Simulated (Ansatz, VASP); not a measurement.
# One calculation of BeTe, two programs

```xyz
2
Lattice="0.0000 2.8164 2.8164 2.8164 0.0000 2.8164 2.8164 2.8164 0.0000" Properties=species:S:1:pos:R:3 pbc="T T T"
Be    0.0000    0.0000    0.0000
Te    4.2246    4.2246    4.2246
```

Alike in both runs: task single point; functional RPBE; dispersion D4; k mesh 8 × 8 × 8; occupations gaussian, width 0.05 eV; no spin polarisation.

|  | VASP | Ansatz |
| --- | --- | --- |
| version | VASP 6.6.1 | Ansatz 0.2.0 |
| potentials or method | VASP PAW PBE potentials, release 64 (Be, Te), cutoff 600 eV | scalar-relativistic, plane waves, PAW |
| valence electrons in the cell | 8 | 18 |

|  | VASP | Ansatz | Ansatz less VASP |
| --- | --- | --- | --- |
| gap on the k mesh at the Fermi level (eV) | 2.07 | 2.08 | +0.015 |
| least direct gap on the mesh (eV) | 3.63 | 3.65 | +0.020 |
| pressure (GPa) | -2.2 | -2.3 | -0.11 |

VASP's potentials were made for PBE, not for RPBE. VASP's potentials hold 8 valence electrons a cell and Ansatz's 18, so a difference there can come from the potentials and not from the codes.

Spin-orbit coupling is off throughout.
